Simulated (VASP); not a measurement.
# SnSe in VASP: notebook

Runs on SnSe. Level: r2SCAN. Tasks: single point.

Everything below comes from runs of VASP 6.6.1. Logs are shortened: lines on timing, memory, paths and dates and some standing lists are left out, and cuts for length are marked.

**1. The cell of the first run**

The cell holds a slab with vacuum, 4 atoms: a = 3.857 Å, b = 4.715 Å, c = 10.990 Å, α = 90.00°, β = 90.00°, γ = 90.00°.

**2. Single point, r2SCAN (strain -0.1000 x Voigt [1, -1, 0, 0, 0, 0])**

Input file POSCAR:

```
SnSe
1.0
    3.8574853406      0.0000000000      0.0000000000
    0.0000000000      4.7147043052      0.0000000000
    0.0000000000      0.0000000000     10.9898489716
Sn Se
2 2
Direct
    0.5000000000      0.0000000000      0.3713940265
    0.0000000000      0.5000000000      0.6286059735
    0.5000000000      0.0000000000      0.6150878825
    0.0000000000      0.5000000000      0.3849121175
```

Input file INCAR.step1:

```
SYSTEM = SnSe
ALGO = Normal
EDIFF = 1E-4
ENCUT = 520
GGA = PE
ISMEAR = 0
LASPH = .TRUE.
LCHARG = .FALSE.
LREAL = .FALSE.
LWAVE = .TRUE.
NBANDS = 28
NELM = 60
PREC = Accurate
SIGMA = 0.05
```

Input file INCAR.step2:

```
SYSTEM = SnSe
ALGO = Normal
EDIFF = 1E-6
ENCUT = 520
ISIF = 2
ISMEAR = 0
ISTART = 1
LASPH = .TRUE.
LCHARG = .TRUE.
LELF = .TRUE.
LMIXTAU = .TRUE.
LREAL = .FALSE.
LVHAR = .TRUE.
LWAVE = .FALSE.
METAGGA = R2SCAN
NBANDS = 28
NELM = 60
PREC = Accurate
SIGMA = 0.05
```

Input file KPOINTS:

```
k-points
0
G
  6 6 4
  0 0 0
```

Potentials or basis: VASP PAW PBE potentials, release 64 (Sn_d, Se).

Launch:

```
cat potpaw_PBE.64/Sn_d/POTCAR potpaw_PBE.64/Se/POTCAR > POTCAR
cp INCAR.step1 INCAR
mpirun -np 1 vasp_std > vasp.out
cp INCAR.step2 INCAR
mpirun -np 1 vasp_std > vasp.out
```

OUTCAR:

```text
SYSTEM = SnSe
   EDIFF = 1E-6
   ENCUT = 520
   ISIF = 2
   ISMEAR = 0
   ISTART = 1
   LASPH = .TRUE.
   LREAL = .FALSE.
   METAGGA = R2SCAN
   NELM = 60
   PREC = Accurate

 ion  position               nearest neighbor table
   1  0.500  0.000  0.371-   3 2.68   4 3.05   4 3.05   4 3.05   4 3.05
   2  0.000  0.500  0.629-   4 2.68   3 3.05   3 3.05   3 3.05   3 3.05
   3  0.500  0.000  0.615-   1 2.68   2 3.05   2 3.05   2 3.05   2 3.05
   4  0.000  0.500  0.385-   2 2.68   1 3.05   1 3.05   1 3.05   1 3.05

  LATTYP: Found a simple orthorhombic cell.
 ALAT       =     3.8574853406
 B/A-ratio  =     1.2222222222
 C/A-ratio  =     2.8489671382

  Lattice vectors:

 A1 = (   3.8574853406,   0.0000000000,   0.0000000000)
 A2 = (   0.0000000000,   4.7147043052,   0.0000000000)
 A3 = (   0.0000000000,   0.0000000000,  10.9898489716)

Analysis of symmetry for initial positions (statically):
=====================================================================
 Subroutine PRICEL returns:
 Original cell was already a primitive cell.

 Routine SETGRP: Setting up the symmetry group for a
 simple orthorhombic supercell.

 Subroutine GETGRP returns: Found  8 space group operations
 (whereof  4 operations were pure point group operations)
 out of a pool of  8 trial point group operations.

The static configuration has the point symmetry C_2v.
 The point group associated with its full space group is D_2h.

Analysis of symmetry for dynamics (positions and initial velocities):
=====================================================================
 Subroutine PRICEL returns:
 Original cell was already a primitive cell.

 Routine SETGRP: Setting up the symmetry group for a
 simple orthorhombic supercell.

 Subroutine GETGRP returns: Found  8 space group operations
 (whereof  4 operations were pure point group operations)
 out of a pool of  8 trial point group operations.

The dynamic configuration has the point symmetry C_2v.
 The point group associated with its full space group is D_2h.

 Subroutine INISYM returns: Found  8 space group operations
 (whereof  4 operations are pure point group operations),
 and found     1 'primitive' translations

----------------------------------------------------------------------------------------

                                     Primitive cell

  volume of cell :     199.8713

  direct lattice vectors                    reciprocal lattice vectors
[... 91 lines left out ...]
   EDIFF  = 0.1E-05   stopping-criterion for ELM
   LREAL  =      F    real-space projection
   EDIFFG = 0.1E-04   stopping-criterion for IOM
   NSW    =      0    number of steps for IOM
   IBRION =     -1    ionic relax: 0-MD 1-quasi-New 2-CG
   NFREE  =      0    steps in history (QN), initial steepest desc. (CG)
   ISIF   =      2    stress and relaxation
   ISYM   =      2    0-nonsym 1-usesym 2-fastsym
   POTIM  = 0.5000    time-step for ionic-motion
   TEBEG  =    0.0;   TEEND  =   0.0 temperature during run
   PSTRESS=    0.0 pullay stress
   NELECT =      40.0000    total number of electrons
   NUPDOWN=      -1.0000    fix difference up-down
   EMIN   =  10.00;   EMAX   =-10.00  energy-range for DOS
   EFERMI =   0.00;   METHOD = LEGACY
   ISMEAR =     0;   SIGMA  =   0.05  broadening in eV -4-tet -1-fermi 0-gaus
   EFERMI_NEDOS =   21; number of points for ismear=-14 and -15
   IALGO  =     38    algorithm
   IMIX   =      4    mixing-type and parameters
     AMIX     =   0.40;   BMIX     =  1.00
     AMIX_MAG =   1.60;   BMIX_MAG =  1.00
  volume/ion in A,a.u.               =      49.97       337.20
  Fermi-wavevector in a.u.,A,eV,Ry     =   0.957586  1.809576 12.476160  0.916972
  Thomas-Fermi vector in A             =   2.086618
   LORBIT       =      0    0 simple, 1 ext, 2 COOP (PROOUT), +10 PAW based schemes
   METAGGA = R2SCAN    functional components
   LHFCALC =     F    Hartree Fock is set to
   AEXX    =    0.0000 exact exchange contribution
   IVDW    =     0    specifies the selected vdW correction
   LEPSILON=     F    determine dielectric tensor
   LRPA    =     F    only Hartree local field effects (RPA)
 non-spin polarized calculation
 Gauss-broadening in eV      SIGMA  =   0.05
  energy-cutoff  :      520.00
  volume of cell :      199.87
 maximum number of plane-waves:      5424
 NGX is ok and might be reduce to    30
   NGX = 15   NGY = 17   NGZ = 41

 number of electron      39.9999998 magnetization

 Free energy of the ion-electron system (eV)
  ---------------------------------------------------
  ext. energy  EPLUGINS =         0.00000000
  ---------------------------------------------------
  free energy    TOTEN  =       -79.31494385 eV

  energy without entropy =      -79.31494385  energy(sigma->0) =      -79.31494385

 E-fermi :   0.9905     XC(G=0):  -6.2489

 val. band max:        0.7325534546   @ k =   0.0000   0.5000   0.0000
 cond. band min:       1.3349088088   @ k =   0.5000   0.0000   0.0000
 fundamental gap:      0.6023553542
 Fermi energy:         0.9904565298

 k-point     1 :       0.0000    0.0000    0.0000
  band No.  band energies     occupation
      1     -21.3497      2.00000
      2     -21.3458      2.00000
      3     -21.3245      2.00000
      4     -21.3184      2.00000
      5     -21.2928      2.00000
      6     -21.2674      2.00000
[... 733 lines left out ...]
     27       6.9442      0.00000
     28       6.9442      0.00000

 [... further k-points ...]

------------------------ aborting loop because EDIFF is reached ----------------------------------------

  FORCE on cell =-STRESS in cart. coord.  units (eV):
  Direction    XX          YY          ZZ          XY          YZ          ZX
  --------------------------------------------------------------------------------------
  -------------------------------------------------------------------------------------
  Total        2.8348699     -2.4077825     -0.4996425      0.0000000      0.0000000      0.0000000
  in kB       22.7244433    -19.3008915     -4.0051565      0.0000000      0.0000000      0.0000000
  external PRESSURE =      -0.1938682 kB  Pullay stress =       0.0000000 kB

 VOLUME and BASIS-vectors are now :
 -----------------------------------------------------------------------------
  energy-cutoff  :      520.00
  volume of cell :      199.87
      direct lattice vectors                 reciprocal lattice vectors
     3.857485341  0.000000000  0.000000000     0.259236241  0.000000000  0.000000000
     0.000000000  4.714704305  0.000000000     0.000000000  0.212102379  0.000000000
     0.000000000  0.000000000 10.989848972     0.000000000  0.000000000  0.090993061

 POSITION                                       TOTAL-FORCE (eV/Angst)
 -----------------------------------------------------------------------------------
      1.92874      0.00000      4.08156         0.000000      0.000000      0.099506
      0.00000      2.35735      6.90828         0.000000      0.000000     -0.099506
      1.92874      0.00000      6.75972         0.000000      0.000000     -0.068296
      0.00000      2.35735      4.23013         0.000000      0.000000      0.068296
 -----------------------------------------------------------------------------------
    total drift:                                0.000000      0.000000      0.000000

  FREE ENERGIE OF THE ION-ELECTRON SYSTEM (eV)
  ---------------------------------------------------
  free  energy   TOTEN  =       -79.3149438547 eV

  energy  without entropy=      -79.3149438547  energy(sigma->0) =      -79.31494385
```

OSZICAR.step1:

```text
N       E                     dE             d eps       ncg     rms          rms(c)
DAV:   1     0.344768091018E+03    0.34477E+03   -0.18711E+04  2776   0.147E+03
DAV:   2     0.317111219279E+02   -0.31306E+03   -0.30427E+03  2900   0.367E+02
DAV:   3    -0.143044140295E+02   -0.46016E+02   -0.45033E+02  3376   0.146E+02
DAV:   4    -0.165254851143E+02   -0.22211E+01   -0.22121E+01  3184   0.336E+01
DAV:   5    -0.165862542848E+02   -0.60769E-01   -0.60755E-01  3588   0.597E+00    0.457E+00
DAV:   6    -0.160424852042E+02    0.54377E+00   -0.12353E+00  3568   0.562E+00    0.281E+00
DAV:   7    -0.160185525539E+02    0.23933E-01   -0.33869E-01  3380   0.232E+00    0.127E+00
DAV:   8    -0.160072521757E+02    0.11300E-01   -0.37926E-02  3120   0.131E+00    0.255E-01
DAV:   9    -0.160027788574E+02    0.44733E-02   -0.77799E-03  3220   0.512E-01    0.129E-01
DAV:  10    -0.160010341039E+02    0.17448E-02   -0.32157E-03  2680   0.221E-01    0.477E-02
DAV:  11    -0.160015653955E+02   -0.53129E-03   -0.13974E-03  2448   0.141E-01    0.587E-02
DAV:  12    -0.160028471787E+02   -0.12818E-02   -0.49352E-04  2292   0.108E-01    0.170E-02
DAV:  13    -0.160029637872E+02   -0.11661E-03   -0.65837E-05  2084   0.548E-02    0.118E-02
DAV:  14    -0.160029689007E+02   -0.51135E-05   -0.19602E-05  2032   0.369E-02
   1 F= -.16002969E+02 E0= -.16002969E+02  d E =-.240317E-12
```

It took 21 min on 1 thread of Oxide Virtual Turin-like, shared host; peak memory 0.44 GiB.

Results:

```yaml
Free_energy: -79.3149 eV
Largest_force: 0.100 eV/Å
Band_gap_on_the_k_mesh: 0.60 eV (least direct gap 1.55 eV)
```

Forces on the atoms (eV/Å):
```
Sn   0.000  0.000  0.100
Sn   0.000  0.000 -0.100
Se   0.000  0.000 -0.068
Se   0.000  0.000  0.068
```

Caveat: the cell differs from its parent crystal (strain -0.1000 x Voigt [1, -1, 0, 0, 0, 0]); there is no dipole correction, which matters where the two faces differ; semilocal functionals underestimate gaps, and a narrow one can read as zero; the PAW data sets were made with another functional, which shifts forces and pressure a little; spin-orbit coupling is left out, which moves the levels of the heavy elements.

(Continued in part 2 of 2.)
